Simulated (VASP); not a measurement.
# AlN: single point with PBEsol

Crystal: AlN.

```
Al N
1.0
     3.31212    0.00000    0.00000
    -1.65606    2.86838    0.00000
     0.00000    0.00000    4.18756
Al N
2 2
Direct
  0.33333 0.66667 0.75000
  0.66667 0.33333 0.25000
  0.33333 0.66667 0.25000
  0.66667 0.33333 0.75000
```

| Quantity | Value |
| --- | --- |
| Program | VASP 6.6.1 |
| Task | single point |
| Functional | PBEsol |
| Potentials or basis | VASP PAW PBE potentials, release 64 (Al, N) |
| Cutoff | 600 eV |
| k mesh | 6 × 6 × 4 |
| Occupations | gaussian, width 0.01 eV |
| Spin | no spin polarisation |
| Dipole correction | no |
| Further INCAR settings | ALGO = Normal; EDIFF = 1e-06; NBANDS = 16 |

- Pressure: -3.6 GPa
- Band gap on the k mesh: 3.19 eV

Stress tensor (GPa, compression positive):
```
-3.35  0.00  0.00
 0.00 -3.35  0.00
 0.00  0.00 -4.23
```

Levels at points of the mesh, in eV from the valence-band top:
```tsv
k point	band 6	band 7	band 8	band 9	band 10	band 11
(0.00, 0.00, 0.00)	-1.62	-1.62	0.00	3.19	4.34	8.13
(0.50, 0.00, 0.00)	-4.33	-2.92	-1.46	3.76	7.02	7.05
(0.00, 0.00, 0.50)	-2.49	-2.49	-2.49	5.57	5.57	8.32
(0.50, 0.00, 0.50)	-3.26	-1.76	-1.76	4.95	4.95	9.17
```

Wall time 20 s on 1 thread of Intel Xeon 8259CL (shared host), peak memory 0.17 GiB.

Caveat: the cell stands under tension; the PAW data sets were made with another functional, which shifts forces and pressure a little.
